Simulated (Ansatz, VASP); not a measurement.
AlP: VASP beside Ansatz

```
Al P
1.0
     0.00000    2.72599    2.72599
     2.72599    0.00000    2.72599
     2.72599    2.72599    0.00000
Al P
1 1
Direct
  0.00000 0.00000 0.00000
  0.25000 0.25000 0.25000
```

Alike in both runs: functional PBE; dispersion D3(BJ); k mesh 8 × 8 × 8; no spin polarisation.

Ansatz relaxed the structure, and its values are those at the end. VASP's run is a single point on that final structure, the one shown.

|  | VASP | Ansatz |
| --- | --- | --- |
| version | VASP 6.6.1 | Ansatz 0.2.0 |
| potentials or method | VASP PAW PBE potentials, release 64 (Al, P), cutoff 500 eV | plane waves, PAW |
| occupations | gaussian, width 0.01 eV | fixed |
| valence electrons in the cell | 8 | 8 |

```csv
,VASP,Ansatz,Ansatz less VASP
pressure (GPa),-0.1,0.0,+0.10
```

Ansatz's warnings: stress scf threshold loose.
